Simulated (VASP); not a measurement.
Set up this calculation in VASP 6.6.1, as the native input.

```
Task                   : single point
Functional             : PBE
Potentials or basis    : VASP PAW PBE potentials, release 64 (Hf_pv, C)
Cutoff                 : 520 eV
k mesh                 : 16 × 16 × 16
Occupations            : fermi-dirac, width 0.05 eV
Spin                   : no spin polarisation
Dipole correction      : no
Further INCAR settings : ALGO = Normal; EDIFF = 1e-07; NBANDS = 14
```

The structure of HfC (rocksalt type) lies in POSCAR:

```
HfC
1.0
    0.0000000000      2.3257286588      2.3257286588
    2.3257286588      0.0000000000      2.3257286588
    2.3257286588      2.3257286588      0.0000000000
Hf C
1 1
Direct
    0.0000000000      0.0000000000      0.0000000000
    0.5000000000      0.5000000000      0.5000000000
```

The input as run:

INCAR

```
PREC = Accurate
ENCUT = 520
EDIFF = 1E-7
ISMEAR = -1
SIGMA = 0.05
LREAL = False
LASPH = True
NELM = 100
ALGO = Normal
ISIF = 2
LWAVE = False
LCHARG = True
GGA = PE
LELF = True
LVHAR = True
NBANDS = 14
```

KPOINTS

```
regular mesh
0
Gamma
  16 16 16
```

Potentials or basis: VASP PAW PBE potentials, release 64 (Hf_pv, C).

Launch:

```console
$ cat potpaw_PBE.64/Hf_pv/POTCAR potpaw_PBE.64/C/POTCAR > POTCAR
$ mpirun -np 1 vasp_std > vasp.out
```

It gave:

```yaml
Pressure: -0.7 GPa
Band_gap_on_the_k_mesh: zero (bands 7 and 8 overlap by 1.42 eV)
```

Caveat: spin-orbit coupling is left out, which moves the levels of the heavy elements.

Run time: 38 s on 1 thread of Intel Xeon 8259CL, with other jobs on the host, peak memory 0.18 GiB.
